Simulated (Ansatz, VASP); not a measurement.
**SiC: VASP beside Ansatz**

```xyz
8
Lattice="-3.0941 0.0000 0.0000 -1.5471 -2.6796 0.0000 0.0000 0.0000 12.1293" Properties=species:S:1:pos:R:3 pbc="T T T"
Si   -3.0941   -1.7864    0.9526
Si   -1.5471   -0.8932    6.0173
Si   -4.6412   -2.6796    8.5502
Si   -4.6412   -2.6796    3.4855
C    -3.0941   -1.7864    9.1773
C    -1.5471   -0.8932    4.1126
C     0.0000    0.0000    6.6514
C     0.0000    0.0000    1.5867
```

Alike in both runs: task single point; functional PBE; k mesh 10 × 10 × 3; occupations gaussian, width 0.05 eV; no spin polarisation.

|  | VASP | Ansatz |
| --- | --- | --- |
| version | VASP 6.6.1 | Ansatz 0.2.0 |
| potentials or method | VASP PAW PBE potentials, release 64 (Si, C), cutoff 520 eV | scalar-relativistic, plane waves, PAW |
| valence electrons in the cell | 32 | 32 |

Ansatz gave:

* gap on the k mesh at the Fermi level (eV): none
* pressure (GPa): -1.9
* traceless stress, the component that is largest in VASP (GPa): -4.24
* rms of the force components (eV/Å): 0.765

Problem. What did VASP give for the same quantities?

Solution. gap on the k mesh at the Fermi level (eV): none; pressure (GPa): -1.9; traceless stress, the component that is largest in VASP (GPa): -4.32; rms of the force components (eV/Å): 0.763.

Atom by atom the forces differ by 0.005 eV/Å (rms over components). A gap of «none» marks a metal or a gap that the smearing closes.
